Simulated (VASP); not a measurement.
# Ge5W (P4/mmm) in VASP: single point with PBE

Aim: the single point of Ge5W with PBE.

Program: VASP 6.6.1. These are calculated values, not measurements. Logs are shortened: lines on timing, memory, paths and dates and some standing lists are left out, and cuts for length are marked.

## 1. The cell of the first run

Symmetry: P4/mmm, No. 123, tetragonal system. Conventional cell: a = 6.297 Å, b = 6.297 Å, c = 3.296 Å, α = 90.00°, β = 90.00°, γ = 90.00°. Within 3.4 Å of Ge (site symmetry 4/mmm) lie 10 Ge at 2.57 to 3.30 Å. Ge (site symmetry m2m) has 5 Ge at 2.35 to 2.79 Å within 3.1 Å. W (site symmetry 4/mmm) has 2 W at 3.30 Å and 8 Ge at 3.36 Å within 4.3 Å.

The cell was built from a structure type or drawn by symmetry, and may not be a known phase.

## 2. Single point, PBE

Contents of INCAR:

```
ALGO = Normal
EDIFF = 1E-6
ENCUT = 520
GGA = PE
ISIF = 2
ISMEAR = 0
LASPH = T
LCHARG = F
LREAL = F
LWAVE = F
NBANDS = 51
NELM = 80
PREC = Accurate
SIGMA = 0.1
```

Contents of KPOINTS:

```
k-points
0
Gamma
  6 6 12
```

Contents of POSCAR:

```
Ge5W
1.0
    6.2972224519      0.0000000000      0.0000000000
    0.0000000000      6.2972224519      0.0000000000
    0.0000000000      0.0000000000      3.2956753674
Ge W
5 1
Direct
    0.0000000000      0.0000000000      0.0000000000
    0.3136930327      0.0000000000      0.5000000000
    0.6863069673      0.0000000000      0.5000000000
    0.0000000000      0.3136930327      0.5000000000
    0.0000000000      0.6863069673      0.5000000000
    0.5000000000      0.5000000000      0.5000000000
```

Potentials or basis: VASP PAW PBE potentials, release 64 (Ge_d, W_sv).

Started as:

```bash
$ cat potpaw_PBE.64/Ge_d/POTCAR potpaw_PBE.64/W_sv/POTCAR > POTCAR
$ mpirun -np 1 vasp_std > vasp.out
```

OUTCAR:

```text
EDIFF = 1E-6
   ENCUT = 520
   GGA = PE
   ISIF = 2
   ISMEAR = 0
   LASPH = T
   LREAL = F
   NELM = 80
   PREC = Accurate

 ion  position               nearest neighbor table
   1  0.000  0.000  0.000-   2 2.57   3 2.57   4 2.57   5 2.57   2 2.57   3 2.57   4 2.57   5 2.57

   2  0.314  0.000  0.500-   3 2.35   1 2.57   1 2.57   5 2.79   4 2.79
   3  0.686  0.000  0.500-   2 2.35   1 2.57   1 2.57   5 2.79   4 2.79
   4  0.000  0.314  0.500-   5 2.35   1 2.57   1 2.57   2 2.79   3 2.79
   5  0.000  0.686  0.500-   4 2.35   1 2.57   1 2.57   2 2.79   3 2.79
   6  0.500  0.500  0.500-

  LATTYP: Found a simple tetragonal cell.
 ALAT       =     6.2972224519
 C/A-ratio  =     0.5233538108

  Lattice vectors:

 A1 = (   6.2972224519,   0.0000000000,   0.0000000000)
 A2 = (   0.0000000000,   6.2972224519,   0.0000000000)
 A3 = (   0.0000000000,   0.0000000000,   3.2956753674)

Analysis of symmetry for initial positions (statically):
=====================================================================
 Subroutine PRICEL returns:
 Original cell was already a primitive cell.

 Routine SETGRP: Setting up the symmetry group for a
 simple tetragonal supercell.

 Subroutine GETGRP returns: Found 16 space group operations
 (whereof 16 operations were pure point group operations)
 out of a pool of 16 trial point group operations.

The static configuration has the point symmetry D_4h.

Analysis of symmetry for dynamics (positions and initial velocities):
=====================================================================
 Subroutine PRICEL returns:
 Original cell was already a primitive cell.

 Routine SETGRP: Setting up the symmetry group for a
 simple tetragonal supercell.

 Subroutine GETGRP returns: Found 16 space group operations
 (whereof 16 operations were pure point group operations)
 out of a pool of 16 trial point group operations.

The dynamic configuration has the point symmetry D_4h.

 Subroutine INISYM returns: Found 16 space group operations
 (whereof 16 operations are pure point group operations),
 and found     1 'primitive' translations

----------------------------------------------------------------------------------------

                                     Primitive cell

  volume of cell :     130.6900

  direct lattice vectors                    reciprocal lattice vectors
     6.297222452  0.000000000  0.000000000     0.158800171  0.000000000  0.000000000
     0.000000000  6.297222452  0.000000000     0.000000000  0.158800171  0.000000000
     0.000000000  0.000000000  3.295675367     0.000000000  0.000000000  0.303427944

  length of vectors
     6.297222452  6.297222452  3.295675367     0.158800171  0.158800171  0.303427944

  position of ions in fractional coordinates (direct lattice)
     0.000000000  0.000000000  0.000000000
     0.313693033  0.000000000  0.500000000
     0.686306967  0.000000000  0.500000000
     0.000000000  0.313693033  0.500000000
     0.000000000  0.686306967  0.500000000
     0.500000000  0.500000000  0.500000000

  ion indices of the primitive-cell ions
   primitive index   ion index
                 1           1
                 2           2
                 3           3
                 4           4
                 5           5
                 6           6

----------------------------------------------------------------------------------------

 KPOINTS: k-points

Automatic generation of k-mesh.
 Grid dimensions read from file:
 generate k-points for:    6    6   12

 Generating k-lattice:

  Cartesian coordinates                     Fractional coordinates (reciprocal lattice)
     0.026466695  0.000000000  0.000000000     0.166666667  0.000000000  0.000000000
     0.000000000  0.026466695  0.000000000     0.000000000  0.166666667  0.000000000
     0.000000000  0.000000000  0.025285662     0.000000000  0.000000000  0.083333333

  Length of vectors
     0.026466695  0.026466695  0.025285662

  Shift w.r.t. Gamma in fractional coordinates (k-lattice)
     0.000000000  0.000000000  0.000000000

 Subroutine IBZKPT returns following result:
 ===========================================

 Found     70 irreducible k-points:

 Following reciprocal coordinates:
            Coordinates               Weight
  0.000000  0.000000  0.000000      1.000000
  0.166667  0.000000  0.000000      4.000000
  0.333333  0.000000  0.000000      4.000000
  0.500000  0.000000  0.000000      2.000000
  0.166667  0.166667  0.000000      4.000000
  0.333333  0.166667  0.000000      8.000000
[... 16 lines left out ...]
  0.333333  0.000000  0.166667      8.000000
  0.500000  0.000000  0.166667      4.000000
 [... further k-points ...]
   k-points           NKPTS =     70   k-points in BZ     NKDIM =     70   number of bands    NBANDS=     51
   number of dos      NEDOS =    301   number of ions     NIONS =      6
   total plane-waves  NPLWV =  64512
   dimension x,y,z NGX =    48 NGY =   48 NGZ =   28
   dimension x,y,z NGXF=    96 NGYF=   96 NGZF=   56
   ions per type =               5   1
   NGX,Y,Z   is equivalent  to a cutoff of  12.67, 12.67, 14.12 a.u.
   NGXF,Y,Z  is equivalent  to a cutoff of  25.34, 25.34, 28.25 a.u.
 SYSTEM =  unknown system
   PREC   = accura    normal or accurate (medium, high low for compatibility)
   ISTART =      0    job   : 0-new  1-cont  2-samecut
   ICHARG =      2    charge: 1-file 2-atom 10-const
   ISPIN  =      1    spin polarized calculation?
   LNONCOLLINEAR =      F non collinear calculations
   LSORBIT =      F    spin-orbit coupling
   LASPH  =      T    aspherical Exc in radial PAW
   ENCUT  =  520.0 eV  38.22 Ry    6.18 a.u.  11.71 11.71  6.13*2*pi/ulx,y,z
   NELM   =     80;   NELMIN=  2; NELMDL= -5     # of ELM steps
   EDIFF  = 0.1E-05   stopping-criterion for ELM
   LREAL  =      F    real-space projection
   EDIFFG = 0.1E-04   stopping-criterion for IOM
   NSW    =      0    number of steps for IOM
   IBRION =     -1    ionic relax: 0-MD 1-quasi-New 2-CG
   NFREE  =      0    steps in history (QN), initial steepest desc. (CG)
   ISIF   =      2    stress and relaxation
   ISYM   =      2    0-nonsym 1-usesym 2-fastsym
   POTIM  = 0.5000    time-step for ionic-motion
   TEBEG  =    0.0;   TEEND  =   0.0 temperature during run
   PSTRESS=    0.0 pullay stress
   NELECT =      84.0000    total number of electrons
   NUPDOWN=      -1.0000    fix difference up-down
   EMIN   =  10.00;   EMAX   =-10.00  energy-range for DOS
   EFERMI =   0.00;   METHOD = LEGACY
   ISMEAR =     0;   SIGMA  =   0.10  broadening in eV -4-tet -1-fermi 0-gaus
   EFERMI_NEDOS =   21; number of points for ismear=-14 and -15
   IALGO  =     38    algorithm
   IMIX   =      4    mixing-type and parameters
     AMIX     =   0.40;   BMIX     =  1.00
     AMIX_MAG =   1.60;   BMIX_MAG =  1.00
  volume/ion in A,a.u.               =      21.78       146.99
  Fermi-wavevector in a.u.,A,eV,Ry     =   1.412821  2.669844 27.158082  1.996063
  Thomas-Fermi vector in A             =   2.534530
   LORBIT       =      0    0 simple, 1 ext, 2 COOP (PROOUT), +10 PAW based schemes
   GGA     = PE    functional components
   LHFCALC =     F    Hartree Fock is set to
   AEXX    =    0.0000 exact exchange contribution
   IVDW    =     0    specifies the selected vdW correction
   LEPSILON=     F    determine dielectric tensor
   LRPA    =     F    only Hartree local field effects (RPA)
 non-spin polarized calculation
 Gauss-broadening in eV      SIGMA  =   0.10
  energy-cutoff  :      520.00
  volume of cell :      130.69
 maximum number of plane-waves:      3552
 NGX is ok and might be reduce to    48
   NGX = 23   NGY = 23   NGZ = 13

 number of electron      84.0000027 magnetization

 Free energy of the ion-electron system (eV)
  ---------------------------------------------------
  ext. energy  EPLUGINS =         0.00000000
  ---------------------------------------------------
  free energy    TOTEN  =       -27.47229055 eV

  energy without entropy =      -27.44121084  energy(sigma->0) =      -27.45675070

 E-fermi :   5.5852     XC(G=0): -10.6195

 val. band max:        5.5721769478   @ k =   0.3333   0.1667   0.2500
 cond. band min:       5.5867667327   @ k =   0.1667   0.1667   0.1667
 fundamental gap:      0.0145897849
 Fermi energy:         5.5851915600

 k-point     1 :       0.0000    0.0000    0.0000
  band No.  band energies     occupation
      1     -69.0153      2.00000
      2     -33.1409      2.00000
      3     -33.1409      2.00000
      4     -32.9513      2.00000
      5     -19.4839      2.00000
      6     -19.3701      2.00000
[... 43 lines left out ...]
     50       9.9980      0.00000
     51       9.9980      0.00000

 k-point     2 :       0.1667    0.0000    0.0000
  band No.  band energies     occupation
      1     -69.0153      2.00000
      2     -33.1409      2.00000
      3     -33.1409      2.00000
      4     -32.9513      2.00000
      5     -19.4764      2.00000
      6     -19.3747      2.00000
[... 43 lines left out ...]
     50       9.9857      0.00000
     51       9.9875      0.00000

 k-point     3 :       0.3333    0.0000    0.0000
  band No.  band energies     occupation
      1     -69.0153      2.00000
      2     -33.1409      2.00000
      3     -33.1409      2.00000
      4     -32.9513      2.00000
      5     -19.4575      2.00000
      6     -19.3971      2.00000
[... 43 lines left out ...]
     50       9.9706      0.00000
     51      10.0486      0.00000
[... 1027 lines left out ...]
 k-point    23 :       0.3333    0.0000    0.1667
  band No.  band energies     occupation
      1     -69.0143      2.00000
      2     -33.1382      2.00000
      3     -33.1382      2.00000
      4     -32.9823      2.00000
      5     -19.4483      2.00000
      6     -19.4077      2.00000
[... 43 lines left out ...]
     50       8.9973      0.00000
     51      10.2750      0.00000

 k-point    24 :       0.5000    0.0000    0.1667
  band No.  band energies     occupation
      1     -69.0143      2.00000
      2     -33.1382      2.00000
      3     -33.1382      2.00000
      4     -32.9823      2.00000
      5     -19.4312      2.00000
      6     -19.4271      2.00000
[... 43 lines left out ...]
     50       9.5610      0.00000
     51      10.3606      0.00000

 [... further k-points ...]
[... 5 lines left out ...]
  --------------------------------------------------------------------------------------
  -------------------------------------------------------------------------------------
  Total       -0.0152431     -0.0152431     -0.0109105      0.0000000      0.0000000     -0.0000000
  in kB       -0.1868707     -0.1868707     -0.1337558      0.0000000      0.0000000     -0.0000000
  external PRESSURE =      -0.1691657 kB  Pullay stress =       0.0000000 kB

 VOLUME and BASIS-vectors are now :
 -----------------------------------------------------------------------------
  energy-cutoff  :      520.00
  volume of cell :      130.69
      direct lattice vectors                 reciprocal lattice vectors
     6.297222452  0.000000000  0.000000000     0.158800171  0.000000000  0.000000000
     0.000000000  6.297222452  0.000000000     0.000000000  0.158800171  0.000000000
     0.000000000  0.000000000  3.295675367     0.000000000  0.000000000  0.303427944

 POSITION                                       TOTAL-FORCE (eV/Angst)
 -----------------------------------------------------------------------------------
      0.00000      0.00000      0.00000         0.000000      0.000000      0.000000
      1.97539      0.00000      1.64784         0.009291     -0.000000     -0.000000
      4.32183      0.00000      1.64784        -0.009291      0.000000      0.000000
      0.00000      1.97539      1.64784        -0.000000      0.009291     -0.000000
      0.00000      4.32183      1.64784        -0.000000     -0.009291      0.000000
      3.14861      3.14861      1.64784         0.000000      0.000000      0.000000
 -----------------------------------------------------------------------------------
    total drift:                                0.000000      0.000000     -0.000000

  FREE ENERGIE OF THE ION-ELECTRON SYSTEM (eV)
  ---------------------------------------------------
  free  energy   TOTEN  =       -27.4722905490 eV

  energy  without entropy=      -27.4412108431  energy(sigma->0) =      -27.45675070
```

Run time: 6.8 min. Hardware: 1 thread of Intel Xeon Platinum 8259CL at 2.50GHz (Skylake/Cascade Lake), shared host; peak memory 0.48 GiB.

What came out:

```
Free energy            : -27.4723 eV
Pressure               : 0.0 GPa
Largest force          : 0.009 eV/Å
Band gap on the k mesh : zero (bands 42 and 43 overlap by 1.73 eV)
```

Forces on the atoms (eV/Å):
```
Ge   0.000  0.000  0.000
Ge   0.009  0.000  0.000
Ge  -0.009  0.000  0.000
Ge   0.000  0.009  0.000
Ge   0.000 -0.009  0.000
W    0.000  0.000  0.000
```

Caveat: spin-orbit coupling is left out, which moves the levels of the heavy elements.
